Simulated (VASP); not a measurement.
Input of a VASP 6.6.1 run:

Contents of INCAR:

```
SYSTEM = P
PREC = Accurate
ENCUT = 500
EDIFF = 1E-6
ISMEAR = 0
SIGMA = 0.1
LREAL = .False.
LASPH = .True.
NELM = 120
ALGO = Normal
ISIF = 2
LWAVE = .False.
LCHARG = .False.
GGA = PS
IVDW = 12
NBANDS = 8
GGA_COMPAT = .False.
```

Contents of KPOINTS:

```
Automatic mesh
0
Gamma
  20 20 20
  0 0 0
```

Contents of POSCAR:

```
P
1.0
    2.3934830994      0.0000000000      0.0000000000
    0.0000000000      2.3934830994      0.0000000000
    0.0000000000      0.0000000000      2.3934830994
P
1
Direct
    0.0000000000      0.0000000000      0.0000000000
```

Potentials or basis: VASP PAW PBE potentials, release 64 (P).

The run is started by

```console
$ cat potpaw_PBE.64/P/POTCAR > POTCAR
$ mpirun -np 1 vasp_std > vasp.out
```

Estimate the dispersion energy per atom.

-0.413 eV.

What does it give for the pressure?

0.1 GPa.

Caveat: the PAW data sets were made with another functional, which shifts forces and pressure a little; pairwise dispersion overbinds metals, which lowers pressure and volume.
